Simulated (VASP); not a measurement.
LiBe:

```xyz
4
Lattice="2.2960 0.0000 0.0000 0.0000 3.6128 0.0000 -0.4017 0.0000 5.5135" Properties=species:S:1:pos:R:3 pbc="T T T"
Li    1.6296    0.9032    0.8538
Li    0.2647    2.7096    4.6597
Be    1.5053    0.9032    3.1767
Be    0.3890    2.7096    2.3368
```

| Quantity | Value |
| --- | --- |
| Program | VASP 6.6.1 |
| Task | relaxation of cell and atoms |
| Functional | PBE |
| Potentials or basis | VASP PAW PBE potentials, release 64 (Li_sv, Be) |
| Cutoff | 600 eV |
| k mesh | 10 × 6 × 4 |
| Occupations | gaussian, width 0.1 eV |
| Spin | no spin polarisation |

At the start: pressure -0.2 GPa; volume 11.43 Å³/atom.

Q: How do energy, volume and symmetry change on relaxing?

A: Over 18 steps the energy falls by 13.7 meV/atom and the volume is 12.28 Å³/atom (+7.4 %); space group P2_1/m (No. 11, to 0.05 Å).

Step by step:
| step | energy change (eV) | largest force (eV/Å) | pressure (GPa) | volume (Å³) |
| --- | --- | --- | --- | --- |
| 1 | 0.0000 | 0.0396 | -0.24 | 45.73 |
| 2 | -0.0010 | 0.0354 | -0.06 | 45.62 |
| 3 | -0.0026 | 0.0197 | 0.50 | 45.28 |
| 4 | -0.0035 | 0.0232 | 0.48 | 45.36 |
| 5 | -0.0066 | 0.0300 | 0.40 | 45.59 |
| 6 | -0.0131 | 0.0342 | 0.28 | 46.05 |
| 7 | -0.0237 | 0.0561 | 0.09 | 46.92 |
| 8 | -0.0369 | 0.1509 | -0.19 | 48.50 |
| 9 | -0.0384 | 0.1341 | -0.20 | 48.62 |
| 10 | -0.0422 | 0.0805 | -0.23 | 48.97 |
| 11 | -0.0450 | 0.0596 | -0.25 | 49.65 |
| 12 | -0.0450 | 0.0603 | -0.25 | 49.54 |
| 13 | -0.0467 | 0.0561 | -0.18 | 49.46 |
| 14 | -0.0502 | 0.0520 | 0.04 | 49.21 |
| 15 | -0.0518 | 0.1232 | 0.50 | 48.70 |
| 16 | -0.0521 | 0.1054 | 0.38 | 48.83 |
| 17 | -0.0541 | 0.0499 | 0.17 | 48.97 |
| 18 | -0.0548 | 0.0195 | -0.09 | 49.14 |

Final structure:
```xyz
4
Lattice="2.3862 0.0000 0.0048 0.0000 3.1919 0.0000 -0.3825 0.0000 6.4506" Properties=species:S:1:pos:R:3 pbc="T T T"
Li    1.6660    0.7980    1.1417
Li    0.3377    2.3939    5.3138
Be    1.5904    0.7980    3.6336
Be    0.4133    2.3939    2.8219
```

Caveat: the cutoff is under 1.25 times the usual one of these potentials, so pressure, stress and relaxed cells hold a basis-set (Pulay) error.
